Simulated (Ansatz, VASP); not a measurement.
Al3Cu2 in VASP and in Ansatz

Contents of INCAR:

```
PREC     = Accurate       # precision mode
ENCUT    = 520            # plane-wave cutoff, eV
EDIFF    = 1E-6           # SCF threshold, eV
ISMEAR   = 0              # smearing method
SIGMA    = 0.02           # smearing width, eV
LREAL    = F              # projectors in reciprocal space
LASPH    = T              # aspherical terms in the spheres
NELM     = 80             # most SCF steps
ALGO     = Fast           # electronic algorithm
ISIF     = 2              # what is computed and relaxed
LWAVE    = F              # write WAVECAR
LCHARG   = T              # write CHGCAR
GGA      = PS             # functional
LELF     = T              # ELF
LVHAR    = T            
NBANDS   = 24             # bands
```

File KPOINTS:

```
Automatic mesh
0
Gamma
  12 12 8
```

File POSCAR:

```
Al3Cu2
1.0
    4.0919516368      0.0000000000      0.0000000000
   -2.0459758184      3.5437340685      0.0000000000
    0.0000000000      0.0000000000      4.9927787000
Al Cu
3 2
Direct
    0.0000000000      0.0000000000      0.0000000000
    0.3333333333      0.6666666667      0.3499253500
    0.6666666667      0.3333333333      0.6500746500
    0.3333333333      0.6666666667      0.8395121300
    0.6666666667      0.3333333333      0.1604878700
```

Input for Ansatz:

```yaml
crystal:
  lattice:
    - [4.0919516368, 0.0, 0.0]
    - [-2.0459758184, 3.5437340685, 0.0]
    - [0.0, 0.0, 4.9927787]
  atoms:
    - { symbol: Al, position: [0.0, 0.0, 0.0] }
    - { symbol: Al, position: [0.3333333333, 0.6666666667, 0.34992535] }
    - { symbol: Al, position: [0.6666666667, 0.3333333333, 0.65007465] }
    - { symbol: Cu, position: [0.3333333333, 0.6666666667, 0.83951213] }
    - { symbol: Cu, position: [0.6666666667, 0.3333333333, 0.16048787] }
basis:
  ecutwfc: 420
kpoints:
  mp_grid: { grid: [12, 12, 8] }
hamiltonian:
  xc: pbesol
scf:
  occupations: { method: gaussian, width: 0.02 }
output:
  forces: true
  stress: true
  eigenvalues: true
```

Alike in both runs: task single point; functional PBEsol; k mesh 12 × 12 × 8; occupations gaussian, width 0.02 eV; no spin polarisation.

```csv
,VASP,Ansatz
version,VASP 6.6.1,Ansatz 0.2.0
potentials or method,"VASP PAW PBE potentials, release 64 (Al, Cu), cutoff 520 eV","scalar-relativistic, plane waves, PAW"
valence electrons in the cell,31,47
```

VASP gave:

* gap on the k mesh at the Fermi level (eV): none
* pressure (GPa): -1.2
* traceless stress, the component that is largest in VASP (GPa): -0.33
* rms of the force components (eV/Å): 0.023

**Question.** What did Ansatz give for the same quantities?

**Answer.** gap on the k mesh at the Fermi level (eV): none; pressure (GPa): 0.1; traceless stress, the component that is largest in VASP (GPa): -0.33; rms of the force components (eV/Å): 0.024.

VASP's potentials were made for PBE, not for PBEsol. Atom by atom the forces differ by 0.002 eV/Å (rms over components). A gap of «none» marks a metal or a gap that the smearing closes. VASP's potentials hold 31 valence electrons a cell and Ansatz's 47, so a difference there can come from the potentials and not from the codes.
